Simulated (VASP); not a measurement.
# Li (Fm-3m) in VASP: a series of runs

Li is run at these levels: PBEsol; tasks: relaxation of cell and atoms.

All numbers are computed with VASP 6.6.1; they aren't measurements. Logs are shortened: lines on timing, memory, paths and dates and some standing lists are left out, and cuts for length are marked.

### Step 1. The cell of the first run

It takes space group Fm-3m (No. 225, cubic). Conventional cell: a = 4.319 Å, b = 4.319 Å, c = 4.319 Å, α = 90.00°, β = 90.00°, γ = 90.00°. Within 4.0 Å of Li (site symmetry m-3m) lie 12 Li at 3.05 Å.

### Step 2. Relaxation of cell and atoms, PBEsol, target pressure 7 GPa, at which the enthalpy is minimised

File INCAR:

```
SYSTEM = Li
PREC = Accurate ; ENCUT = 600
EDIFF = 1E-6 ; ISMEAR = -1
SIGMA = 0.05 ; LREAL = .FALSE.
LASPH = .TRUE. ; NELM = 60
ALGO = Normal ; ISIF = 3
LWAVE = .FALSE. ; LCHARG = .FALSE.
GGA = PS ; IBRION = 2
NSW = 100 ; EDIFFG = -0.002
PSTRESS = 70.0
```

File KPOINTS:

```
Automatic mesh
0
G
  22 22 22
  0 0 0
```

File POSCAR:

```
Li
1.0
    0.0000000000      2.1593736381      2.1593736381
    2.1593736381      0.0000000000      2.1593736381
    2.1593736381      2.1593736381      0.0000000000
Li
1
Direct
    0.0000000000      0.0000000000      0.0000000000
```

Potentials or basis: VASP PAW PBE potentials, release 64 (Li_sv).

Run with:

```
cat potpaw_PBE.64/Li_sv/POTCAR > POTCAR
mpirun -np 1 vasp_std > vasp.out
```

OUTCAR:

```text
SYSTEM = Li
   PREC = Accurate
   ENCUT = 600
   EDIFF = 1E-6
   ISMEAR = -1
   LREAL = .FALSE.
   LASPH = .TRUE.
   NELM = 60
   ISIF = 3
   GGA = PS
   IBRION = 2
   NSW = 100
   EDIFFG = -0.002
   PSTRESS = 70.0

 ion  position               nearest neighbor table
   1  0.000  0.000  0.000-

  LATTYP: Found a face centered cubic cell.
 ALAT       =     4.3187472762

  Lattice vectors:

 A1 = (   0.0000000000,   2.1593736381,   2.1593736381)
 A2 = (   2.1593736381,   0.0000000000,   2.1593736381)
 A3 = (   2.1593736381,   2.1593736381,   0.0000000000)

Analysis of symmetry for initial positions (statically):
=====================================================================
 Subroutine PRICEL returns:
 Original cell was already a primitive cell.

 Routine SETGRP: Setting up the symmetry group for a
 face centered cubic supercell.

 Subroutine GETGRP returns: Found 48 space group operations
 (whereof 48 operations were pure point group operations)
 out of a pool of 48 trial point group operations.

The static configuration has the point symmetry O_h .

Analysis of symmetry for dynamics (positions and initial velocities):
=====================================================================
 Subroutine PRICEL returns:
 Original cell was already a primitive cell.

 Routine SETGRP: Setting up the symmetry group for a
 face centered cubic supercell.

 Subroutine GETGRP returns: Found 48 space group operations
 (whereof 48 operations were pure point group operations)
 out of a pool of 48 trial point group operations.

The dynamic configuration has the point symmetry O_h .

 Subroutine INISYM returns: Found 48 space group operations
 (whereof 48 operations are pure point group operations),
 and found     1 'primitive' translations

----------------------------------------------------------------------------------------

                                     Primitive cell

  volume of cell :      20.1379

  direct lattice vectors                    reciprocal lattice vectors
     0.000000000  2.159373638  2.159373638    -0.231548626  0.231548626  0.231548626
     2.159373638  0.000000000  2.159373638     0.231548626 -0.231548626  0.231548626
     2.159373638  2.159373638  0.000000000     0.231548626  0.231548626 -0.231548626

  length of vectors
     3.053815485  3.053815485  3.053815485     0.401053986  0.401053986  0.401053986

  position of ions in fractional coordinates (direct lattice)
     0.000000000  0.000000000  0.000000000

  ion indices of the primitive-cell ions
   primitive index   ion index
                 1           1

----------------------------------------------------------------------------------------

 KPOINTS: Automatic mesh

Automatic generation of k-mesh.
 Grid dimensions read from file:
 generate k-points for:   22   22   22

 Generating k-lattice:

  Cartesian coordinates                     Fractional coordinates (reciprocal lattice)
    -0.010524938  0.010524938  0.010524938     0.045454545  0.000000000  0.000000000
     0.010524938 -0.010524938  0.010524938     0.000000000  0.045454545  0.000000000
     0.010524938  0.010524938 -0.010524938     0.000000000  0.000000000  0.045454545

  Length of vectors
     0.018229727  0.018229727  0.018229727

  Shift w.r.t. Gamma in fractional coordinates (k-lattice)
     0.000000000  0.000000000  0.000000000

 Subroutine IBZKPT returns following result:
 ===========================================

 Found    328 irreducible k-points:

 Following reciprocal coordinates:
            Coordinates               Weight
  0.000000  0.000000  0.000000      1.000000
  0.045455  0.000000  0.000000      8.000000
  0.090909  0.000000  0.000000      8.000000
  0.136364  0.000000  0.000000      8.000000
  0.181818  0.000000  0.000000      8.000000
  0.227273  0.000000  0.000000      8.000000
[... 16 lines left out ...]
  0.500000  0.045455  0.000000     24.000000
 -0.454545  0.045455  0.000000     24.000000
 [... further k-points ...]
   k-points           NKPTS =    328   k-points in BZ     NKDIM =    328   number of bands    NBANDS=      5
   number of dos      NEDOS =    301   number of ions     NIONS =      1
   total plane-waves  NPLWV =  13824
   dimension x,y,z NGX =    24 NGY =   24 NGZ =   24
   dimension x,y,z NGXF=    48 NGYF=   48 NGZF=   48
   ions per type =               1
   NGX,Y,Z   is equivalent  to a cutoff of  13.07, 13.07, 13.07 a.u.
   NGXF,Y,Z  is equivalent  to a cutoff of  26.13, 26.13, 26.13 a.u.
 SYSTEM =  Li
   PREC   = accura    normal or accurate (medium, high low for compatibility)
   ISTART =      0    job   : 0-new  1-cont  2-samecut
   ICHARG =      2    charge: 1-file 2-atom 10-const
   ISPIN  =      1    spin polarized calculation?
   LNONCOLLINEAR =      F non collinear calculations
   LSORBIT =      F    spin-orbit coupling
   LASPH  =      T    aspherical Exc in radial PAW
   ENCUT  =  600.0 eV  44.10 Ry    6.64 a.u.   6.10  6.10  6.10*2*pi/ulx,y,z
   NELM   =     60;   NELMIN=  2; NELMDL= -5     # of ELM steps
   EDIFF  = 0.1E-05   stopping-criterion for ELM
   LREAL  =      F    real-space projection
   EDIFFG = -.2E-02   stopping-criterion for IOM
   NSW    =    100    number of steps for IOM
   IBRION =      2    ionic relax: 0-MD 1-quasi-New 2-CG
   NFREE  =      1    steps in history (QN), initial steepest desc. (CG)
   ISIF   =      3    stress and relaxation
   ISYM   =      2    0-nonsym 1-usesym 2-fastsym
   POTIM  = 0.5000    time-step for ionic-motion
   TEBEG  =    0.0;   TEEND  =   0.0 temperature during run
   PSTRESS=   70.0 pullay stress
   NELECT =       3.0000    total number of electrons
   NUPDOWN=      -1.0000    fix difference up-down
   EMIN   =  10.00;   EMAX   =-10.00  energy-range for DOS
   EFERMI =   0.00;   METHOD = LEGACY
   ISMEAR =    -1;   SIGMA  =   0.05  broadening in eV -4-tet -1-fermi 0-gaus
   EFERMI_NEDOS =   21; number of points for ismear=-14 and -15
   IALGO  =     38    algorithm
   IMIX   =      4    mixing-type and parameters
     AMIX     =   0.40;   BMIX     =  1.00
     AMIX_MAG =   1.60;   BMIX_MAG =  1.00
  volume/ion in A,a.u.               =      20.14       135.90
  Fermi-wavevector in a.u.,A,eV,Ry     =   0.867849  1.639997 10.247387  0.753162
  Thomas-Fermi vector in A             =   1.986442
   LORBIT       =      0    0 simple, 1 ext, 2 COOP (PROOUT), +10 PAW based schemes
   GGA     = PS    functional components
   LHFCALC =     F    Hartree Fock is set to
   AEXX    =    0.0000 exact exchange contribution
   IVDW    =     0    specifies the selected vdW correction
   LEPSILON=     F    determine dielectric tensor
   LRPA    =     F    only Hartree local field effects (RPA)
 conjugate gradient relaxation of ions
 non-spin polarized calculation
  energy-cutoff  :      600.00
  volume of cell :       20.14
 maximum number of plane-waves:       692
   NGX = 13   NGY = 13   NGZ = 13

--------------------------------------- Ionic step        1  -------------------------------------------

 number of electron       2.9999995 magnetization

 Free energy of the ion-electron system (eV)
  ---------------------------------------------------
  ext. energy  EPLUGINS =         0.00000000
  ---------------------------------------------------
  free energy    TOTEN  =        -1.96991150 eV

  energy without entropy =       -1.96580369  energy(sigma->0) =       -1.96785760

------------------------ aborting loop because EDIFF is reached ----------------------------------------

  FORCE on cell =-STRESS in cart. coord.  units (eV):
  Direction    XX          YY          ZZ          XY          YZ          ZX
  --------------------------------------------------------------------------------------
  -------------------------------------------------------------------------------------
  Total       -0.0112751     -0.0112751     -0.0112751     -0.0000000     -0.0000000      0.0000000
  in kB       -0.8970488     -0.8970488     -0.8970488     -0.0000000     -0.0000000      0.0000000
  external PRESSURE =     -70.8970488 kB  Pullay stress =      70.0000000 kB
[... 59 lines left out ...]
  enthalpy is  TOTEN    =        -1.1850669561 eV   P V=        0.7711715158

--------------------------------------- Ionic step        3  -------------------------------------------

 number of electron       2.9999999 magnetization

 E-fermi :   1.4740     XC(G=0):  -7.7120

 val. band max:        1.4704832138   @ k =  -0.4545   0.0909   0.0455
 cond. band min:       1.4974445055   @ k =  -0.4545   0.0909   0.0000
 fundamental gap:      0.0269612917
 Fermi energy:         1.4740393275

 k-point     1 :       0.0000    0.0000    0.0000
  band No.  band energies     occupation
      1     -44.0181      2.00000
      2      -2.4119      2.00000
      3      18.7865      0.00000
      4      18.7865      0.00000
      5      18.7865      0.00000

 k-point     2 :       0.0455    0.0000    0.0000
  band No.  band energies     occupation
      1     -44.0171      2.00000
      2      -2.3729      2.00000
      3      18.2466      0.00000
      4      18.6709      0.00000
      5      18.6709      0.00000
[... 204 lines left out ...]
  FREE ENERGIE OF THE ION-ELECTRON SYSTEM (eV)
  ---------------------------------------------------
  free  energy   TOTEN  =        -1.9078146797 eV

  energy  without entropy=       -1.9042628624  energy(sigma->0) =       -1.90603877

  enthalpy is  TOTEN    =        -1.2316439128 eV   P V=        0.6761707669

[... ionic steps 4 to 21 ...]

--------------------------------------- Ionic step       22  -------------------------------------------

 number of electron       3.0000003 magnetization

------------------------ aborting loop because EDIFF is reached ----------------------------------------

  FORCE on cell =-STRESS in cart. coord.  units (eV):
  Direction    XX          YY          ZZ          XY          YZ          ZX
  --------------------------------------------------------------------------------------
  -------------------------------------------------------------------------------------
  Total        0.6509702      0.6509702      0.6509702      0.0000000     -0.0000000     -0.0000000
  in kB       70.8318559     70.8318559     70.8318559      0.0000000     -0.0000000     -0.0000000
  external PRESSURE =       0.8318559 kB  Pullay stress =      70.0000000 kB
[... 59 lines left out ...]
  enthalpy is  TOTEN    =        -1.2355203107 eV   P V=        0.6435570516

--------------------------------------- Ionic step       24  -------------------------------------------

 number of electron       3.0000003 magnetization

 Free energy of the ion-electron system (eV)
  ---------------------------------------------------
  ext. energy  EPLUGINS =         0.00000000
  ---------------------------------------------------
  free energy    TOTEN  =        -1.87911734 eV

  energy without entropy =       -1.87565154  energy(sigma->0) =       -1.87738444

 E-fermi :   1.6481     XC(G=0):  -7.8467

 val. band max:        1.6224819520   @ k =  -0.4545   0.0909   0.0455
 cond. band min:       1.6515673173   @ k =  -0.4545   0.0909   0.0000
 fundamental gap:      0.0290853653
 Fermi energy:         1.6480732999

 k-point     1 :       0.0000    0.0000    0.0000
  band No.  band energies     occupation
      1     -43.7781      2.00000
      2      -2.2858      2.00000
      3      19.5549      0.00000
      4      19.5549      0.00000
      5      19.5549      0.00000

 k-point     2 :       0.0455    0.0000    0.0000
  band No.  band energies     occupation
      1     -43.7768      2.00000
      2      -2.2464      2.00000
      3      18.9937      0.00000
      4      19.4343      0.00000
      5      19.4343      0.00000
[... 204 lines left out ...]
  FREE ENERGIE OF THE ION-ELECTRON SYSTEM (eV)
  ---------------------------------------------------
  free  energy   TOTEN  =        -1.8791173386 eV

  energy  without entropy=       -1.8756515436  energy(sigma->0) =       -1.87738444

  enthalpy is  TOTEN    =        -1.2355202500 eV   P V=        0.6435970887

 reached required accuracy - stopping structural energy minimisation
```

Run time: 51 s. Hardware: 1 thread of Intel Xeon 6975P-C (Granite Rapids), shared host; peak memory 0.16 GiB.

Results:

```yaml
Free_energy: -1.8791 eV
Relaxed_volume: 14.73 Å³/atom
Relaxed_cell: a = 2.752 Å, b = 2.752 Å, c = 2.752 Å, α = 60.00°, β = 60.00°, γ = 60.00°
Space_group_after_relaxing_to_0.05_Å: Fm-3m (No. 225)
Energy_change_on_relaxing_the_enthalpy_is_what_falls: +90.8 meV/atom
Ionic_steps: 24
Pressure_after_relaxing: 7.0 GPa
```

Step by step:
```tsv
step	energy change (eV)	largest force (eV/Å)	pressure (GPa)	volume (Å³)
1	0.0000	0.0000	-0.09	20.14
2	0.0137	0.0000	2.06	17.65
3	0.0621	0.0000	5.39	15.48
4	0.0941	0.0000	7.20	14.66
5	0.0898	0.0000	6.94	14.75
6	0.0898	0.0000	6.95	14.75
7	0.0898	0.0000	6.95	14.75
8	0.0898	0.0000	6.95	14.75
9	0.0898	0.0000	6.95	14.75
10	0.0898	0.0000	6.95	14.75
11	0.0898	0.0000	6.95	14.75
12	0.0898	0.0000	6.95	14.75
13	0.0898	0.0000	6.95	14.75
14	0.0898	0.0000	6.95	14.75
15	0.0898	0.0000	6.96	14.75
16	0.0898	0.0000	6.95	14.75
17	0.0899	0.0000	6.96	14.75
18	0.0900	0.0000	6.95	14.75
19	0.0903	0.0000	6.96	14.74
20	0.0907	0.0000	6.97	14.73
21	0.0917	0.0000	7.06	14.71
22	0.0911	0.0000	7.08	14.72
23	0.0908	0.0000	7.03	14.73
24	0.0908	0.0000	7.01	14.73
```

Final structure:
```
Li
1.0
     0.00000    1.94565    1.94565
     1.94565    0.00000    1.94565
     1.94565    1.94565    0.00000
Li
1
Direct
  0.00000 0.00000 0.00000
```

Caveat: the cutoff is under 1.25 times the usual one of these potentials, so pressure, stress and relaxed cells hold a basis-set (Pulay) error; the cell is relaxed towards a set pressure, so the enthalpy falls and the energy may rise; the volume moved by over 15 % at a fixed basis, so the end points are rough; the PAW data sets were made with another functional, which shifts forces and pressure a little.

(Continued in part 2 of 2.)
